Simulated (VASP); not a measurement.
Set up this calculation in VASP 6.6.1, as the native input.

* Task: single point
* Functional: PBE
* Potentials or basis: VASP PAW PBE potentials, release 64 (Be, Sb)
* Cutoff: 520 eV
* k mesh: 10 × 10 × 6
* Occupations: gaussian, width 0.1 eV
* Spin: no spin polarisation
* Dipole correction: no
* Further INCAR settings: ALGO = Fast; EDIFF = 1e-07; NBANDS = 18

The structure of Be2Sb lies in POSCAR:

```
Be2Sb
1.0
    3.7053772085      0.0000000000      0.0523545037
    0.0000000000      3.6862867136      0.0000000000
   -0.0929137901      0.0000000000      6.5754081471
Be Sb
4 2
Direct
    0.0646754619      0.7500000000      0.4107571067
    0.9352583892      0.2500000000      0.9107579810
    0.9353245381      0.2500000000      0.5892428933
    0.0647416108      0.7500000000      0.0892420190
    0.6013644254      0.2500000000      0.2500028988
    0.3986355746      0.7500000000      0.7499971012
```

These files were run (other wordings do the same):

INCAR

```
  PREC = Accurate
  ENCUT = 520
  EDIFF = 1E-7
  ISMEAR = 0
  SIGMA = 0.1
  LREAL = False
  LASPH = True
  NELM = 100
  ALGO = Fast
  ISIF = 2
  LWAVE = False
  LCHARG = True
  GGA = PE
  LELF = True
  LVHAR = True
  NBANDS = 18
```

KPOINTS

```
Automatic mesh
0
Gamma
  10 10 6
```

Potentials or basis: VASP PAW PBE potentials, release 64 (Be, Sb).

Command:

```bash
$ cat potpaw_PBE.64/Be/POTCAR potpaw_PBE.64/Sb/POTCAR > POTCAR
$ mpirun -np 1 vasp_std > vasp.out
```

It gave:

The pressure is 0.1 GPa, the largest force is 0.032 eV/Å and the band gap on the k mesh is zero (bands 9 and 10 overlap by 4.39 eV).

Caveat: spin-orbit coupling is left out, which moves the levels of the heavy elements.

Wall time 4.5 min on 1 thread of Oxide Virtual Turin-like Processor, with other jobs on the host, peak memory 0.36 GiB.
